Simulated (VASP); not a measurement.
Crystal: NaI.

```
Na I
1.0
     4.66096    0.00000    0.00000
    -2.33048    4.03651    0.00000
     0.00000    0.00000    7.52346
Na I
2 2
Direct
  0.00000 0.00000 0.00000
  0.00000 0.00000 0.50000
  0.33333 0.66667 0.25000
  0.66667 0.33333 0.75000
```

This cell differs from its parent crystal: epitaxial xy strain +3.5%.

Base run:

| Quantity | Value |
| --- | --- |
| Program | VASP 6.6.1 |
| Functional | PBE |
| Potentials or basis | VASP PAW PBE potentials, release 64 (Na_pv, I) |
| Cutoff | 500 eV |
| k mesh | 6 × 6 × 4 |
| Occupations | fermi-dirac, width 0.02 eV |
| Spin | no spin polarisation |

Its results: band gap on the k mesh 3.45 eV; pressure -0.2 GPa.

**Question.** The run is repeated on the same cell with these changes: functional from PBE to r2SCAN; cutoff from 500 eV to 550 eV; occupations from fermi-dirac, width 0.02 eV to gaussian, width 0.01 eV. What comes out?

**Answer.** Band gap on the k mesh 4.24 eV; pressure -0.8 GPa.

Caveats: spin-orbit coupling is left out, which moves the levels of the heavy elements; the PAW data sets were made with another functional, which shifts forces and pressure a little (at least some runs).

A k mesh can miss the band edges.
